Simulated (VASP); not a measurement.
# AlGa3N4 (R3m) in VASP: notebook, part 3 of 3

VASP 6.6.1. The steps go on from the part before.

## Step 5: Single point, LDA (11.28 Å³/atom)

The input, INCAR:

```
SYSTEM = AlGa3N4
PREC = Accurate ; ENCUT = 520
EDIFF = 1E-7 ; ISMEAR = 0
SIGMA = 0.05 ; LREAL = .False.
LASPH = .True. ; NELM = 80
ALGO = Normal ; ISIF = 2
LWAVE = .False. ; LCHARG = .True.
GGA = CA ; LELF = .True.
LVHAR = .True. ; NBANDS = 41
```

The input, KPOINTS:

```
regular mesh
0
Gamma
  6 6 6
  0 0 0
```

The input, POSCAR:

```
AlGa3N4
1.0
    4.5011751195     -0.2643264892     -0.2643264892
   -0.2643264892      4.5011751195     -0.2643264892
   -0.2643264892     -0.2643264892      4.5011751195
Al Ga N
1 3 4
Direct
    0.0000000000      0.0000000000      0.0000000000
    0.5000000000      0.5000000000      0.0000000000
    0.5000000000      0.0000000000      0.5000000000
    0.0000000000      0.5000000000      0.5000000000
    0.7548078379      0.7548078379      0.2451921621
    0.7548078379      0.2451921621      0.7548078379
    0.2451921621      0.7548078379      0.7548078379
    0.2451921621      0.2451921621      0.2451921621
```

Potentials or basis: VASP PAW LDA potentials, release 64 (Al, Ga_d, N).

Started as:

```
cat potpaw_LDA.64/Al/POTCAR potpaw_LDA.64/Ga_d/POTCAR potpaw_LDA.64/N/POTCAR > POTCAR
mpirun -np 1 vasp_std > vasp.out
```

OUTCAR:

```text
SYSTEM = AlGa3N4
   PREC = Accurate
   ENCUT = 520
   EDIFF = 1E-7
   ISMEAR = 0
   LREAL = .False.
   LASPH = .True.
   NELM = 80
   ISIF = 2
   GGA = CA

 ion  position               nearest neighbor table
   1  0.000  0.000  0.000-   8 1.69   6 1.99   7 1.99   5 1.99   3 3.01   4 3.01   2 3.01   4 3.01
                             3 3.01   2 3.01
   2  0.500  0.500  0.000-   5 1.73   8 2.04   7 2.04   6 2.04   1 3.01   1 3.01
   3  0.500  0.000  0.500-   6 1.73   8 2.04   7 2.04   5 2.04   1 3.01   1 3.01
   4  0.000  0.500  0.500-   7 1.73   8 2.04   5 2.04   6 2.04   1 3.01   1 3.01
   5  0.755  0.755  0.245-   2 1.73   1 1.99   3 2.04   4 2.04
   6  0.755  0.245  0.755-   3 1.73   1 1.99   2 2.04   4 2.04
   7  0.245  0.755  0.755-   4 1.73   1 1.99   3 2.04   2 2.04
   8  0.245  0.245  0.245-   1 1.69   2 2.04   3 2.04   4 2.04

  LATTYP: Found a trigonal (rhomboedric) cell.
 ALAT       =     4.5166707255
 COS(alpha) =    -0.1132184088

  Lattice vectors:

 A1 = (   4.5011751195,  -0.2643264892,  -0.2643264892)
 A2 = (  -0.2643264892,   4.5011751195,  -0.2643264892)
 A3 = (  -0.2643264892,  -0.2643264892,   4.5011751195)

[... 188 lines left out ...]

 val. band max:        5.3057028808   @ k =   0.0000   0.0000   0.0000
 cond. band min:       6.8514837930   @ k =   0.0000   0.0000   0.0000
 fundamental gap:      1.5457809121
 Fermi energy:         5.5070316716

 k-point     1 :       0.0000    0.0000    0.0000
  band No.  band energies     occupation
      1     -10.6301      2.00000
      2      -9.6896      2.00000
      3      -9.6896      2.00000
      4      -9.1840      2.00000
      5      -8.3091      2.00000
      6      -8.3091      2.00000
[... 1045 lines left out ...]
     40      14.8818      0.00000
     41      15.2103      0.00000

 [... further k-points ...]
[... 5 lines left out ...]
  --------------------------------------------------------------------------------------
  -------------------------------------------------------------------------------------
  Total        1.9953510      1.9953510      1.9953510     15.5649071     15.5649071     15.5649071
  in kB       35.4361334     35.4361334     35.4361334    276.4225996    276.4225996    276.4225996
  external PRESSURE =      35.4361334 kB  Pullay stress =       0.0000000 kB

 VOLUME and BASIS-vectors are now :
 -----------------------------------------------------------------------------
  energy-cutoff  :      520.00
  volume of cell :       90.22
      direct lattice vectors                 reciprocal lattice vectors
     4.501175120 -0.264326489 -0.264326489     0.223804081  0.013962582  0.013962582
    -0.264326489  4.501175120 -0.264326489     0.013962582  0.223804081  0.013962582
    -0.264326489 -0.264326489  4.501175120     0.013962582  0.013962582  0.223804081

 POSITION                                       TOTAL-FORCE (eV/Angst)
 -----------------------------------------------------------------------------------
      0.00000      0.00000      0.00000        -2.010818     -2.010818     -2.010818
      2.11842      2.11842     -0.26433        -2.074676     -2.074676     -1.852146
      2.11842     -0.26433      2.11842        -2.074676     -1.852146     -2.074676
     -0.26433      2.11842      2.11842        -1.852146     -2.074676     -2.074676
      3.13320      3.13320      0.70462         2.052615      2.052615      1.809690
      3.13320      0.70462      3.13320         2.052615      1.809690      2.052615
      0.70462      3.13320      3.13320         1.809690      2.052615      2.052615
      0.97403      0.97403      0.97403         2.097396      2.097396      2.097396
 -----------------------------------------------------------------------------------
    total drift:                               -0.000062     -0.000062     -0.000062

  FREE ENERGIE OF THE ION-ELECTRON SYSTEM (eV)
  ---------------------------------------------------
  free  energy   TOTEN  =       -55.4682611485 eV

  energy  without entropy=      -55.4682611485  energy(sigma->0) =      -55.46826115
```

OSZICAR:

```text
N       E                     dE             d eps       ncg     rms          rms(c)
DAV:   1     0.630523177311E+03    0.63052E+03   -0.28209E+04  2960   0.255E+03
DAV:   2     0.475961677406E+02   -0.58293E+03   -0.54188E+03  2816   0.632E+02
DAV:   3    -0.579153398105E+02   -0.10551E+03   -0.10177E+03  3034   0.191E+02
DAV:   4    -0.648657345116E+02   -0.69504E+01   -0.68901E+01  3536   0.524E+01
DAV:   5    -0.650338338918E+02   -0.16810E+00   -0.16795E+00  3204   0.791E+00    0.163E+01
DAV:   6    -0.554402835962E+02    0.95936E+01   -0.29168E+01  4934   0.642E+01    0.488E+00
DAV:   7    -0.556144960348E+02   -0.17421E+00   -0.43382E+00  3050   0.113E+01    0.396E+00
DAV:   8    -0.555010764810E+02    0.11342E+00   -0.61700E-01  4368   0.645E+00    0.102E+00
DAV:   9    -0.554671519317E+02    0.33925E-01   -0.14984E-01  4088   0.480E+00    0.426E-01
DAV:  10    -0.554682371868E+02   -0.10853E-02   -0.16558E-02  3024   0.838E-01    0.183E-01
DAV:  11    -0.554682730891E+02   -0.35902E-04   -0.16494E-03  3734   0.551E-01    0.375E-02
DAV:  12    -0.554682585284E+02    0.14561E-04   -0.27289E-04  3552   0.250E-01    0.217E-02
DAV:  13    -0.554682611796E+02   -0.26512E-05   -0.51063E-05  4192   0.518E-02    0.136E-02
DAV:  14    -0.554682611368E+02    0.42854E-07   -0.72992E-06  3032   0.176E-02    0.278E-03
DAV:  15    -0.554682611485E+02   -0.11721E-07   -0.40617E-07  3152   0.431E-03
   1 F= -.55468261E+02 E0= -.55468261E+02  d E =-.118738E-10
```

Wall time 2.6 min (1 thread of Intel Xeon 8259CL, shared host); peak memory 0.23 GiB.

What came out:

| Item | Value |
| --- | --- |
| Free energy | -55.4683 eV |
| Pressure | 3.5 GPa |
| Largest force | 3.633 eV/Å |
| Band gap on the k mesh | 1.55 eV |

Forces in eV/Å, atoms in the order of the input:
```
Al  -2.011 -2.011 -2.011
Ga  -2.075 -2.075 -1.852
Ga  -2.075 -1.852 -2.075
Ga  -1.852 -2.075 -2.075
N    2.053  2.053  1.810
N    2.053  1.810  2.053
N    1.810  2.053  2.053
N    2.097  2.097  2.097
```

Levels at points of the mesh, in eV from the valence-band top:
```csv
k point,band 29,band 30,band 31,band 32,band 33,band 34
"(0.00, 0.00, 0.00)",-0.37,-0.37,0.00,1.55,2.68,2.68
"(0.50, 0.00, 0.00)",-1.96,-1.15,-0.88,4.11,4.20,5.34
"(0.50, 0.50, 0.00)",-1.35,-0.79,-0.56,5.26,5.51,5.95
"(0.50, 0.50, 0.50)",-0.58,-0.58,-0.58,3.45,4.74,4.74
```

Caveat: the cell stands under pressure; forces of over 1 eV/Å act on the atoms, so gaps and moduli don't describe the material at rest.

## Step 6: Single point, LDA (11.28 Å³/atom)

The input, INCAR:

```
  ALGO = Normal
  EDIFF = 1E-6
  ENCUT = 520
  ISIF = 2
  ISMEAR = 0
  LASPH = T
  LCHARG = T
  LELF = T
  LREAL = F
  LVHAR = T
  LWAVE = F
  NBANDS = 41
  NELM = 100
  PREC = Accurate
  SIGMA = 0.05
```

The input, KPOINTS:

```
k-points
0
Gamma
  6 6 6
```

POSCAR, as its differences from that of step 5:

```diff
@@ -2,5 +2,5 @@
 1.0
-    4.5011751195     -0.2643264892     -0.2643264892
-   -0.2643264892      4.5011751195     -0.2643264892
-   -0.2643264892     -0.2643264892      4.5011751195
+    4.4944110861      0.2088496919      0.2088496919
+    0.2088496919      4.4944110861      0.2088496919
+    0.2088496919      0.2088496919      4.4944110861
 Al Ga N
```

Potentials or basis: VASP PAW LDA potentials, release 64 (Al, Ga_d, N).

Started as:

```
cat potpaw_LDA.64/Al/POTCAR potpaw_LDA.64/Ga_d/POTCAR potpaw_LDA.64/N/POTCAR > POTCAR
mpirun -np 1 vasp_std > vasp.out
```

Wall time 2.3 min (1 thread of Intel Xeon 8259CL, shared host); peak memory 0.23 GiB.

It converged, with:

```yaml
Free_energy: -56.9040 eV
Pressure: -2.0 GPa
Largest_force: 0.675 eV/Å
Band_gap_on_the_k_mesh: 1.51 eV
```

Forces in eV/Å, atoms in the order of the input:
```
Al   0.296  0.296  0.296
Ga   0.287  0.287  0.282
Ga   0.287  0.282  0.287
Ga   0.282  0.287  0.287
N   -0.254 -0.254 -0.254
N   -0.254 -0.254 -0.254
N   -0.254 -0.254 -0.254
N   -0.390 -0.390 -0.390
```

Stress tensor (GPa, compression positive):
```
 -1.98 -15.46 -15.46
-15.46  -1.98 -15.46
-15.46 -15.46  -1.98
```

Levels at points of the mesh, in eV from the valence-band top:
| k point | band 27 | band 28 | band 29 | band 30 | band 31 | band 32 | band 33 | band 34 | band 35 | band 36 |
| --- | --- | --- | --- | --- | --- | --- | --- | --- | --- | --- |
| (0.00, 0.00, 0.00) | -2.14 | -2.13 | -0.73 | 0.00 | 0.00 | 1.51 | 2.83 | 2.83 | 3.04 | 6.45 |
| (0.50, 0.00, 0.00) | -3.06 | -2.11 | -1.87 | -1.27 | -0.98 | 4.19 | 4.22 | 5.51 | 5.72 | 7.52 |
| (0.50, 0.50, 0.00) | -3.15 | -1.33 | -1.29 | -0.92 | -0.69 | 5.54 | 5.67 | 5.98 | 6.76 | 7.08 |
| (0.50, 0.50, 0.50) | -1.17 | -1.17 | -0.99 | -0.43 | -0.43 | 4.02 | 4.02 | 4.74 | 6.27 | 8.09 |

## Step 7: Summary

```csv
cell,gap on the mesh (eV),pressure (GPa),largest force (eV/Å)
"a = 4.493 Å, angles 86.4°, 8 atoms",1.91,-4.4,0.58
"a = 4.519 Å, angles 82.7°, 8 atoms",0.98,1.4,0.68
"a = 4.493 Å, angles 93.4°, 8 atoms",1.95,-4.2,1.27
"a = 4.517 Å, angles 96.5°, 8 atoms",1.55,3.5,3.63
"a = 4.504 Å, angles 84.6°, 8 atoms",1.51,-2.0,0.68
```

Alike in all rows: task single point; level LDA; potentials or basis VASP PAW LDA potentials, release 64 (Al, Ga_d, N); no spin polarisation; k mesh 6 × 6 × 6; cutoff (eV) 520; smearing gaussian 0.05 eV.

Caveats: the cell stands under tension (at least some runs); forces of over 1 eV/Å act on the atoms, so gaps and moduli don't describe the material at rest (at least some runs); the cell stands under pressure (at least some runs).

Absolute energies hang on the potentials; compare differences alone.
